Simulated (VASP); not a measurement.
# O (Fm-3m) in VASP: single point with PBE+D3(BJ)

Aim: the single point of O with PBE+D3(BJ).

All numbers are computed with VASP 6.6.1; they aren't measurements. Logs are shortened: lines on timing, memory, paths and dates and some standing lists are left out, and cuts for length are marked.

## Step 1: The cell of the first run

Symmetry: Fm-3m, No. 225, cubic system. Conventional cell: a = 4.610 Å, b = 4.610 Å, c = 4.610 Å, α = 90.00°, β = 90.00°, γ = 90.00°. O (site symmetry m-3m) has 12 O at 3.26 Å within 4.3 Å.

## Step 2: Single point, PBE+D3(BJ)

The input, INCAR:

```
PREC = Accurate ; ENCUT = 600
EDIFF = 1E-6 ; ISMEAR = -1
SIGMA = 0.05 ; LREAL = False
LASPH = True ; NELM = 120
ALGO = Normal ; ISIF = 2
LWAVE = False ; LCHARG = False
GGA = PE ; IVDW = 12
NBANDS = 9 ; GGA_COMPAT = False
```

The input, KPOINTS:

```
Automatic mesh
0
Gamma
  8 8 8
```

The input, POSCAR:

```
O
1.0
    0.0000000000      2.3050000000      2.3050000000
    2.3050000000      0.0000000000      2.3050000000
    2.3050000000      2.3050000000      0.0000000000
O
1
Direct
    0.0000000000      0.0000000000      0.0000000000
```

Potentials or basis: VASP PAW PBE potentials, release 64 (O).

Started as:

```console
$ cat potpaw_PBE.64/O/POTCAR > POTCAR
$ mpirun -np 1 vasp_std > vasp.out
```

OUTCAR:

```text
PREC = Accurate
   ENCUT = 600
   EDIFF = 1E-6
   ISMEAR = -1
   LREAL = False
   LASPH = True
   NELM = 120
   ISIF = 2
   GGA = PE
   IVDW = 12
 IVDW          = 12

 ion  position               nearest neighbor table
   1  0.000  0.000  0.000-

  LATTYP: Found a face centered cubic cell.
 ALAT       =     4.6100000000

  Lattice vectors:

 A1 = (   0.0000000000,   2.3050000000,   2.3050000000)
 A2 = (   2.3050000000,   0.0000000000,   2.3050000000)
 A3 = (   2.3050000000,   2.3050000000,   0.0000000000)

Analysis of symmetry for initial positions (statically):
=====================================================================
 Subroutine PRICEL returns:
 Original cell was already a primitive cell.

 Routine SETGRP: Setting up the symmetry group for a
 face centered cubic supercell.

 Subroutine GETGRP returns: Found 48 space group operations
 (whereof 48 operations were pure point group operations)
 out of a pool of 48 trial point group operations.

The static configuration has the point symmetry O_h .

Analysis of symmetry for dynamics (positions and initial velocities):
=====================================================================
 Subroutine PRICEL returns:
 Original cell was already a primitive cell.

 Routine SETGRP: Setting up the symmetry group for a
 face centered cubic supercell.

 Subroutine GETGRP returns: Found 48 space group operations
 (whereof 48 operations were pure point group operations)
 out of a pool of 48 trial point group operations.

The dynamic configuration has the point symmetry O_h .

 Subroutine INISYM returns: Found 48 space group operations
 (whereof 48 operations are pure point group operations),
 and found     1 'primitive' translations

----------------------------------------------------------------------------------------

                                     Primitive cell

  volume of cell :      24.4930

  direct lattice vectors                    reciprocal lattice vectors
     0.000000000  2.305000000  2.305000000    -0.216919740  0.216919740  0.216919740
     2.305000000  0.000000000  2.305000000     0.216919740 -0.216919740  0.216919740
     2.305000000  2.305000000  0.000000000     0.216919740  0.216919740 -0.216919740

  length of vectors
     3.259762261  3.259762261  3.259762261     0.375716010  0.375716010  0.375716010

  position of ions in fractional coordinates (direct lattice)
     0.000000000  0.000000000  0.000000000

  ion indices of the primitive-cell ions
   primitive index   ion index
                 1           1

----------------------------------------------------------------------------------------

 KPOINTS: Automatic mesh

Automatic generation of k-mesh.
 Grid dimensions read from file:
 generate k-points for:    8    8    8

 Generating k-lattice:

  Cartesian coordinates                     Fractional coordinates (reciprocal lattice)
    -0.027114967  0.027114967  0.027114967     0.125000000  0.000000000  0.000000000
     0.027114967 -0.027114967  0.027114967     0.000000000  0.125000000  0.000000000
     0.027114967  0.027114967 -0.027114967     0.000000000  0.000000000  0.125000000

  Length of vectors
     0.046964501  0.046964501  0.046964501

  Shift w.r.t. Gamma in fractional coordinates (k-lattice)
     0.000000000  0.000000000  0.000000000

 Subroutine IBZKPT returns following result:
 ===========================================

 Found     29 irreducible k-points:

 Following reciprocal coordinates:
            Coordinates               Weight
  0.000000  0.000000  0.000000      1.000000
  0.125000  0.000000  0.000000      8.000000
  0.250000  0.000000  0.000000      8.000000
  0.375000  0.000000  0.000000      8.000000
  0.500000  0.000000  0.000000      4.000000
  0.125000  0.125000  0.000000      6.000000
[... 16 lines left out ...]
  0.500000  0.250000  0.125000     48.000000
 -0.375000  0.250000  0.125000     24.000000
 [... further k-points ...]
   k-points           NKPTS =     29   k-points in BZ     NKDIM =     29   number of bands    NBANDS=      9
   number of dos      NEDOS =    301   number of ions     NIONS =      1
   total plane-waves  NPLWV =  21952
   dimension x,y,z NGX =    28 NGY =   28 NGZ =   28
   dimension x,y,z NGXF=    56 NGYF=   56 NGZF=   56
   ions per type =               1
   NGX,Y,Z   is equivalent  to a cutoff of  14.28, 14.28, 14.28 a.u.
   NGXF,Y,Z  is equivalent  to a cutoff of  28.56, 28.56, 28.56 a.u.
 SYSTEM =  unknown system
   PREC   = accura    normal or accurate (medium, high low for compatibility)
   ISTART =      0    job   : 0-new  1-cont  2-samecut
   ICHARG =      2    charge: 1-file 2-atom 10-const
   ISPIN  =      1    spin polarized calculation?
   LNONCOLLINEAR =      F non collinear calculations
   LSORBIT =      F    spin-orbit coupling
   LASPH  =      T    aspherical Exc in radial PAW
   ENCUT  =  600.0 eV  44.10 Ry    6.64 a.u.   6.51  6.51  6.51*2*pi/ulx,y,z
   NELM   =    120;   NELMIN=  2; NELMDL= -5     # of ELM steps
   EDIFF  = 0.1E-05   stopping-criterion for ELM
   LREAL  =      F    real-space projection
   EDIFFG = 0.1E-04   stopping-criterion for IOM
   NSW    =      0    number of steps for IOM
   IBRION =     -1    ionic relax: 0-MD 1-quasi-New 2-CG
   NFREE  =      0    steps in history (QN), initial steepest desc. (CG)
   ISIF   =      2    stress and relaxation
   ISYM   =      2    0-nonsym 1-usesym 2-fastsym
   POTIM  = 0.5000    time-step for ionic-motion
   TEBEG  =    0.0;   TEEND  =   0.0 temperature during run
   PSTRESS=    0.0 pullay stress
   NELECT =       6.0000    total number of electrons
   NUPDOWN=      -1.0000    fix difference up-down
   EMIN   =  10.00;   EMAX   =-10.00  energy-range for DOS
   EFERMI =   0.00;   METHOD = LEGACY
   ISMEAR =    -1;   SIGMA  =   0.05  broadening in eV -4-tet -1-fermi 0-gaus
   EFERMI_NEDOS =   21; number of points for ismear=-14 and -15
   IALGO  =     38    algorithm
   IMIX   =      4    mixing-type and parameters
     AMIX     =   0.40;   BMIX     =  1.00
     AMIX_MAG =   1.60;   BMIX_MAG =  1.00
  volume/ion in A,a.u.               =      24.49       165.29
  Fermi-wavevector in a.u.,A,eV,Ry     =   1.024340  1.935723 14.276231  1.049273
  Thomas-Fermi vector in A             =   2.158122
   LORBIT       =      0    0 simple, 1 ext, 2 COOP (PROOUT), +10 PAW based schemes
   GGA     = PE    functional components
   LHFCALC =     F    Hartree Fock is set to
   AEXX    =    0.0000 exact exchange contribution
   IVDW    =    12    specifies the selected vdW correction
   LEPSILON=     F    determine dielectric tensor
   LRPA    =     F    only Hartree local field effects (RPA)
 non-spin polarized calculation
  energy-cutoff  :      600.00
  volume of cell :       24.49
 maximum number of plane-waves:       869
 NGX is ok and might be reduce to    28
   NGX = 13   NGY = 13   NGZ = 13

 number of electron       6.0000002 magnetization

 Free energy of the ion-electron system (eV)
  ---------------------------------------------------
  ext. energy  EPLUGINS =         0.00000000
  ---------------------------------------------------
  free energy    TOTEN  =        -0.81436050 eV

  energy without entropy =       -0.75257279  energy(sigma->0) =       -0.78346664

 E-fermi :  -6.0307     XC(G=0):  -6.7076

 val. band max:       -6.0334872277   @ k =  -0.3750   0.1250   0.0000
 cond. band min:      -6.0185061072   @ k =   0.5000   0.2500   0.0000
 fundamental gap:      0.0149811205
 Fermi energy:        -6.0307499437

 k-point     1 :       0.0000    0.0000    0.0000
  band No.  band energies     occupation
      1     -21.5756      2.00000
      2      -5.7338      0.00525
      3      -5.7338      0.00525
      4      -5.7338      0.00525
      5       2.7347      0.00000
      6      17.1042      0.00000
      7      17.1042      0.00000
      8      17.1042      0.00000
      9      19.3756      0.00000

 k-point     2 :       0.1250    0.0000    0.0000
  band No.  band energies     occupation
      1     -21.5307      2.00000
      2      -5.9754      0.49670
      3      -5.7543      0.00791
      4      -5.7543      0.00791
      5       3.1924      0.00000
      6      14.8687      0.00000
      7      17.1485      0.00000
      8      17.1485      0.00000
      9      20.2994      0.00000

 k-point     3 :       0.2500    0.0000    0.0000
  band No.  band energies     occupation
      1     -21.4202      2.00000
      2      -6.5068      1.99985
      3      -5.8036      0.02105
      4      -5.8036      0.02105
      5       4.3743      0.00000
      6      12.1510      0.00000
      7      16.8333      0.00000
      8      16.8333      0.00000
      9      19.1276      0.00000

 k-point     4 :       0.3750    0.0000    0.0000
  band No.  band energies     occupation
      1     -21.3062      2.00000
      2      -6.9852      2.00000
      3      -5.8520      0.05453
      4      -5.8520      0.05453
      5       5.9561      0.00000
      6       9.8005      0.00000
      7      16.2181      0.00000
      8      16.2181      0.00000
      9      18.5095      0.00000
[... 205 lines left out ...]
 k-point    22 :       0.3750    0.2500    0.1250
  band No.  band energies     occupation
      1     -21.3381      2.00000
      2      -6.6176      1.99998
      3      -6.0484      1.17486
      4      -5.8786      0.09109
      5       5.2729      0.00000
      6      12.0004      0.00000
      7      13.3471      0.00000
      8      16.5867      0.00000
      9      17.9736      0.00000

 k-point    23 :       0.5000    0.2500    0.1250
  band No.  band energies     occupation
      1     -21.2466      2.00000
      2      -6.8528      2.00000
      3      -6.1979      1.93181
      4      -5.9459      0.30994
      5       6.6970      0.00000
      6      10.2866      0.00000
      7      12.4004      0.00000
      8      15.9258      0.00000
      9      19.2941      0.00000

 k-point    24 :      -0.3750    0.2500    0.1250
  band No.  band energies     occupation
      1     -21.2080      2.00000
      2      -6.9493      2.00000
      3      -6.2474      1.97411
      4      -5.9832      0.55753
      5       8.1199      0.00000
      6       8.6644      0.00000
      7      12.2723      0.00000
      8      15.6428      0.00000
      9      20.1346      0.00000

 [... further k-points ...]

------------------------ aborting loop because EDIFF is reached ----------------------------------------

 Edisp (eV)   -0.03931

 E8    (eV) :    -0.0096

  FORCE on cell =-STRESS in cart. coord.  units (eV):
  Direction    XX          YY          ZZ          XY          YZ          ZX
  --------------------------------------------------------------------------------------
  -------------------------------------------------------------------------------------
  Total      -1.24077    -1.24077    -1.24077    -0.00000     0.00000    -0.00000
  in kB     -81.16297   -81.16297   -81.16297    -0.00000     0.00000    -0.00000
  external pressure =      -81.16 kB  Pullay stress =        0.00 kB

 VOLUME and BASIS-vectors are now :
 -----------------------------------------------------------------------------
  energy-cutoff  :      600.00
  volume of cell :       24.49
      direct lattice vectors                 reciprocal lattice vectors
     0.000000000  2.305000000  2.305000000    -0.216919740  0.216919740  0.216919740
     2.305000000  0.000000000  2.305000000     0.216919740 -0.216919740  0.216919740
     2.305000000  2.305000000  0.000000000     0.216919740  0.216919740 -0.216919740

 POSITION                                       TOTAL-FORCE (eV/Angst)
 -----------------------------------------------------------------------------------
      0.00000      0.00000      0.00000         0.000000      0.000000      0.000000
 -----------------------------------------------------------------------------------
    total drift:                               -0.000000     -0.000000     -0.000000

  FREE ENERGIE OF THE ION-ELECTRON SYSTEM (eV)
  ---------------------------------------------------
  free  energy   TOTEN  =        -0.8536679927 eV

  energy  without entropy=       -0.7918802827  energy(sigma->0) =       -0.82277414
```

Run time: 9 s. Hardware: 1 thread of Intel Xeon 8259CL, shared host; peak memory 0.15 GiB.

Results:

| Quantity | Value |
| --- | --- |
| Free energy | -0.8537 eV |
| Pressure | -8.1 GPa |
| Band gap on the k mesh | zero (bands 3 and 4 overlap by 0.49 eV) |
| Dispersion energy per atom | -0.039 eV |

Levels at points of the mesh, in eV from the Fermi level:
```csv
k point,band 1,band 2,band 3,band 4,band 5,band 6,band 7
"(0.00, 0.00, 0.00)",-15.54,0.30,0.30,0.30,8.77,23.13,23.13
"(0.50, 0.00, 0.00)",-15.23,-1.14,0.16,0.16,13.66,13.94,21.98
"(0.50, 0.50, 0.00)",-15.13,-0.98,-0.13,-0.13,13.78,15.77,17.16
```

Caveat: three body term missing; the cell stands under tension.
